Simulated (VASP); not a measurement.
# Al in VASP: single point with PBE

Aim: the single point of Al with PBE.

All numbers are computed with VASP 6.6.1; they aren't measurements. Logs are shortened: lines on timing, memory, paths and dates and some standing lists are left out, and cuts for length are marked.

## 1. The cell of the first run

The cell holds a slab with vacuum, 4 atoms: a = 2.857 Å, b = 4.041 Å, c = 20.286 Å, α = 90.00°, β = 90.00°, γ = 90.00°.

## 2. Single point, PBE

POSCAR reads:

```
Al
1.0
    2.8574853682      0.0000000000      0.0000000000
    0.0000000000      4.0410945620      0.0000000000
    0.0000000000      0.0000000000     20.2862000000
Al
4
Direct
    0.2500000000      0.2500000000      0.3943560634
    0.7500000000      0.7500000000      0.4647853542
    0.2500000000      0.2500000000      0.5352146454
    0.7500000000      0.7500000000      0.6056439366
```

INCAR.step1 reads:

```
PREC = Accurate
ENCUT = 520
EDIFF = 1E-6
ISMEAR = -1
SIGMA = 0.08
LREAL = False
LASPH = True
NELM = 100
ALGO = Normal
ISIF = 2
LWAVE = False
LCHARG = True
LDIPOL = True
IDIPOL = 3
DIPOL = 0.5 0.5 0.500
GGA = PE
NBANDS = 14
```

KPOINTS.step1 reads:

```
Automatic mesh
0
Gamma
  13 9 1
```

INCAR.step2 reads:

```
PREC = Accurate
ENCUT = 520
EDIFF = 1E-6
ISMEAR = -5
SIGMA = 0.08
LREAL = False
LASPH = True
NELM = 100
ALGO = Normal
ISIF = 2
LWAVE = False
LCHARG = False
LDIPOL = True
IDIPOL = 3
DIPOL = 0.5 0.5 0.500
GGA = PE
LORBIT = 11
NBANDS = 14
NEDOS = 2001
ICHARG = 11
```

KPOINTS.step2 reads:

```
Automatic mesh
0
Gamma
  20 14 1
```

Potentials or basis: VASP PAW PBE potentials, release 64 (Al).

Started as:

```console
$ cat potpaw_PBE.64/Al/POTCAR > POTCAR
$ cp INCAR.step1 INCAR
$ cp KPOINTS.step1 KPOINTS
$ mpirun -np 1 vasp_std > vasp.out
$ cp INCAR.step2 INCAR
$ cp KPOINTS.step2 KPOINTS
$ mpirun -np 1 vasp_std > vasp.out
```

OUTCAR:

```text
PREC = Accurate
   ENCUT = 520
   EDIFF = 1E-6
   ISMEAR = -5
   LREAL = False
   LASPH = True
   NELM = 100
   ISIF = 2
   GGA = PE
   LORBIT = 11
   ICHARG = 11

 ion  position               nearest neighbor table
   1  0.250  0.250  0.394-   2 2.86   2 2.86   2 2.86   2 2.86   3 2.86
   2  0.750  0.750  0.465-   1 2.86   1 2.86   1 2.86   1 2.86   3 2.86   3 2.86   3 2.86   3 2.86
                             4 2.86
   3  0.250  0.250  0.535-   1 2.86   2 2.86   4 2.86   2 2.86   4 2.86   2 2.86   4 2.86   2 2.86
                             4 2.86
   4  0.750  0.750  0.606-   3 2.86   3 2.86   3 2.86   3 2.86   2 2.86

  LATTYP: Found a simple orthorhombic cell.
 ALAT       =     2.8574853682
 B/A-ratio  =     1.4142135624
 C/A-ratio  =     7.0993189417

  Lattice vectors:

 A1 = (   2.8574853682,   0.0000000000,   0.0000000000)
 A2 = (   0.0000000000,   4.0410945620,   0.0000000000)
 A3 = (   0.0000000000,   0.0000000000,  20.2862000000)

Analysis of symmetry for initial positions (statically):
=====================================================================
 Subroutine PRICEL returns:
 Original cell was already a primitive cell.

 Routine SETGRP: Setting up the symmetry group for a
 simple orthorhombic supercell.

 Subroutine GETGRP returns: Found  8 space group operations
 (whereof  2 operations were pure point group operations)
 out of a pool of  8 trial point group operations.

The static configuration has the point symmetry S_2 .
 The point group associated with its full space group is D_2h.

Analysis of symmetry for dynamics (positions and initial velocities):
=====================================================================
 Subroutine PRICEL returns:
 Original cell was already a primitive cell.

 Routine SETGRP: Setting up the symmetry group for a
 simple orthorhombic supercell.

 Subroutine GETGRP returns: Found  8 space group operations
 (whereof  2 operations were pure point group operations)
 out of a pool of  8 trial point group operations.

The dynamic configuration has the point symmetry S_2 .
 The point group associated with its full space group is D_2h.

 Subroutine INISYM returns: Found  8 space group operations
 (whereof  2 operations are pure point group operations),
 and found     1 'primitive' translations

----------------------------------------------------------------------------------------

                                     Primitive cell

  volume of cell :     234.2522

  direct lattice vectors                    reciprocal lattice vectors
     2.857485368  0.000000000  0.000000000     0.349958047  0.000000000  0.000000000
     0.000000000  4.041094562  0.000000000     0.000000000  0.247457708  0.000000000
     0.000000000  0.000000000 20.286200000     0.000000000  0.000000000  0.049294594

  length of vectors
     2.857485368  4.041094562 20.286200000     0.349958047  0.247457708  0.049294594

  position of ions in fractional coordinates (direct lattice)
     0.250000000  0.250000000  0.394356063
     0.750000000  0.750000000  0.464785354
     0.250000000  0.250000000  0.535214645
     0.750000000  0.750000000  0.605643937

  ion indices of the primitive-cell ions
   primitive index   ion index
                 1           1
                 2           2
                 3           3
                 4           4

----------------------------------------------------------------------------------------

 KPOINTS: Automatic mesh

Automatic generation of k-mesh.
 Grid dimensions read from file:
 generate k-points for:   20   14    1

 Generating k-lattice:

  Cartesian coordinates                     Fractional coordinates (reciprocal lattice)
     0.017497902  0.000000000  0.000000000     0.050000000  0.000000000  0.000000000
     0.000000000  0.017675551  0.000000000     0.000000000  0.071428571  0.000000000
     0.000000000  0.000000000  0.049294594     0.000000000  0.000000000  1.000000000

  Length of vectors
     0.017497902  0.017675551  0.049294594

  Shift w.r.t. Gamma in fractional coordinates (k-lattice)
     0.000000000  0.000000000  0.000000000

 TETIRR: Found    840 inequivalent tetrahedra from     1680

 Subroutine IBZKPT returns following result:
 ===========================================

 Found     88 irreducible k-points:

 Following reciprocal coordinates:
            Coordinates               Weight
  0.000000  0.000000  0.000000      1.000000
  0.050000  0.000000  0.000000      2.000000
  0.100000  0.000000  0.000000      2.000000
  0.150000  0.000000  0.000000      2.000000
  0.200000  0.000000  0.000000      2.000000
  0.250000  0.000000  0.000000      2.000000
[... 16 lines left out ...]
  0.000000  0.142857  0.000000      2.000000
  0.050000  0.142857  0.000000      4.000000
 [... further k-points ...]
   k-points           NKPTS =     88   k-points in BZ     NKDIM =     88   number of bands    NBANDS=     14
   number of dos      NEDOS =   2001   number of ions     NIONS =      4
   total plane-waves  NPLWV = 115200
   dimension x,y,z NGX =    24 NGY =   30 NGZ =  160
   dimension x,y,z NGXF=    48 NGYF=   60 NGZF=  320
   ions per type =               4
   NGX,Y,Z   is equivalent  to a cutoff of  13.96, 12.34, 13.11 a.u.
   NGXF,Y,Z  is equivalent  to a cutoff of  27.93, 24.68, 26.22 a.u.
 SYSTEM =  unknown system
   PREC   = accura    normal or accurate (medium, high low for compatibility)
   ISTART =      0    job   : 0-new  1-cont  2-samecut
   ICHARG =     11    charge: 1-file 2-atom 10-const
   ISPIN  =      1    spin polarized calculation?
   LNONCOLLINEAR =      F non collinear calculations
   LSORBIT =      F    spin-orbit coupling
   LASPH  =      T    aspherical Exc in radial PAW
   ENCUT  =  520.0 eV  38.22 Ry    6.18 a.u.   5.31  7.51 37.72*2*pi/ulx,y,z
   NELM   =    100;   NELMIN=  2; NELMDL=  0     # of ELM steps
   EDIFF  = 0.1E-05   stopping-criterion for ELM
   LREAL  =      F    real-space projection
   EDIFFG = 0.1E-04   stopping-criterion for IOM
   NSW    =      0    number of steps for IOM
   IBRION =     -1    ionic relax: 0-MD 1-quasi-New 2-CG
   NFREE  =      0    steps in history (QN), initial steepest desc. (CG)
   ISIF   =      2    stress and relaxation
   ISYM   =      2    0-nonsym 1-usesym 2-fastsym
   POTIM  = 0.5000    time-step for ionic-motion
   TEBEG  =    0.0;   TEEND  =   0.0 temperature during run
   PSTRESS=    0.0 pullay stress
   NELECT =      12.0000    total number of electrons
   NUPDOWN=      -1.0000    fix difference up-down
   EMIN   =  10.00;   EMAX   =-10.00  energy-range for DOS
   EFERMI =   0.00;   METHOD = LEGACY
   ISMEAR =    -5;   SIGMA  =   0.08  broadening in eV -4-tet -1-fermi 0-gaus
   EFERMI_NEDOS =   21; number of points for ismear=-14 and -15
   IALGO  =     38    algorithm
   IMIX   =      4    mixing-type and parameters
     AMIX     =   0.40;   BMIX     =  1.00
     AMIX_MAG =   1.60;   BMIX_MAG =  1.00
  volume/ion in A,a.u.               =      58.56       395.20
  Fermi-wavevector in a.u.,A,eV,Ry     =   0.608005  1.148963  5.029671  0.369670
  Thomas-Fermi vector in A             =   1.662676
   LORBIT       =     11    0 simple, 1 ext, 2 COOP (PROOUT), +10 PAW based schemes
   GGA     = PE    functional components
   LHFCALC =     F    Hartree Fock is set to
   AEXX    =    0.0000 exact exchange contribution
   IVDW    =     0    specifies the selected vdW correction
   LEPSILON=     F    determine dielectric tensor
   LRPA    =     F    only Hartree local field effects (RPA)
 non-spin polarized calculation
 Fermi weights with tetrahedron method with Bloechl corrections
  energy-cutoff  :      520.00
  volume of cell :      234.25
 maximum number of plane-waves:      6348
 NGX is ok and might be reduce to    24

 number of electron      12.0000000 magnetization

 dipolmoment           0.000000      0.000000      0.000000 electrons x Angstroem

 Free energy of the ion-electron system (eV)
  ---------------------------------------------------
  ext. energy  EPLUGINS =         0.00000000
  ---------------------------------------------------
  free energy    TOTEN  =       -13.63306375 eV

  energy without entropy =      -13.63306375  energy(sigma->0) =      -13.63306375

 E-fermi :  -0.6169     XC(G=0):  -3.9040

 val. band max:       -0.5448455340   @ k =   0.1500   0.0714   0.0000
 cond. band min:      -0.7659643449   @ k =   0.3500   0.5000   0.0000
 fundamental gap:     -0.2211188110
 Fermi energy:        -0.6168639469

 k-point     1 :       0.0000    0.0000    0.0000
  band No.  band energies     occupation
      1     -10.8487      2.00000
      2      -8.3616      2.00000
      3      -5.1401      2.00000
      4      -2.7063      2.00000
      5      -2.1015      2.00000
      6      -1.1681      2.00000
      7      -0.3219      0.00000
      8       0.7003      0.00000
      9       1.6825      0.00000
     10       3.0361      0.00000
     11       3.0798      0.00000
     12       3.4263      0.00000
     13       4.7576      0.00000
     14       4.9395      0.00000

 k-point     2 :       0.0500    0.0000    0.0000
  band No.  band energies     occupation
      1     -10.8036      2.00000
      2      -8.3169      2.00000
      3      -5.0960      2.00000
      4      -2.6648      2.00000
      5      -2.0599      2.00000
      6      -1.1251      2.00000
      7      -0.2804      0.00000
      8       0.7428      0.00000
      9       1.7196      0.00000
     10       3.0775      0.00000
[... 362 lines left out ...]
 k-point    24 :       0.0500    0.1429    0.0000
  band No.  band energies     occupation
      1     -10.6205      2.00000
      2      -8.1432      2.00000
      3      -4.9563      2.00000
      4      -4.3422      2.00000
      5      -1.8844      2.00000
      6      -1.8141      2.00000
      7       0.7878      0.00000
      8       1.1601      0.00000
      9       1.7418      0.00000
     10       3.2390      0.00000
     11       3.3464      0.00000
     12       3.6744      0.00000
     13       4.7106      0.00000
     14       4.7113      0.00000

 [... further k-points ...]

------------------------ aborting loop because EDIFF is reached ----------------------------------------

 vacuum level on the upper side and lower side of the slab       (xc-potential included)        -0.053        -0.053

  FORCE on cell =-STRESS in cart. coord.  units (eV):
  Direction    XX          YY          ZZ          XY          YZ          ZX
  --------------------------------------------------------------------------------------
  -------------------------------------------------------------------------------------
  Total       -3.4254621     -1.3117879     -0.0901519     -0.0000000      0.0000000      0.0000000
  in kB      -23.4285830     -8.9720250     -0.6165975     -0.0000000      0.0000000      0.0000000
  external PRESSURE =     -11.0057352 kB  Pullay stress =       0.0000000 kB

 VOLUME and BASIS-vectors are now :
 -----------------------------------------------------------------------------
  energy-cutoff  :      520.00
  volume of cell :      234.25
      direct lattice vectors                 reciprocal lattice vectors
     2.857485368  0.000000000  0.000000000     0.349958047  0.000000000  0.000000000
     0.000000000  4.041094562  0.000000000     0.000000000  0.247457708  0.000000000
     0.000000000  0.000000000 20.286200000     0.000000000  0.000000000  0.049294594

 POSITION                                       TOTAL-FORCE (eV/Angst)
 -----------------------------------------------------------------------------------
      0.71437      1.01027      7.99999        -0.000000      0.000000      0.167563
      2.14311      3.03082      9.42873        -0.000000      0.000000     -0.311438
      0.71437      1.01027     10.85747         0.000000     -0.000000      0.311438
      2.14311      3.03082     12.28621         0.000000      0.000000     -0.167563
 -----------------------------------------------------------------------------------
    total drift:                                0.000000      0.000000     -0.000000

  FREE ENERGIE OF THE ION-ELECTRON SYSTEM (eV)
  ---------------------------------------------------
  free  energy   TOTEN  =       -13.6330637502 eV

  energy  without entropy=      -13.6330637502  energy(sigma->0) =      -13.63306375

 vacuum level on the upper side and lower side of the slab         3.436         3.436

 total charge

# of ion       s       p       d       tot
------------------------------------------
    1        0.473   0.285   0.000   0.758
    2        0.431   0.334   0.000   0.765
    3        0.431   0.334   0.000   0.765
    4        0.473   0.285   0.000   0.758
--------------------------------------------------
tot          1.808   1.238   0.000   3.046
```

Run time: 7.4 min. Hardware: 1 thread of Intel Xeon 8259CL, shared host; peak memory 0.43 GiB.

Results:

```yaml
Valence_electrons_inside_the_program's_atomic_spheres: Al 0.76, 0.77 (each value once)
```

Caveat: tetrahedron occupations give inexact forces and stress in metals.
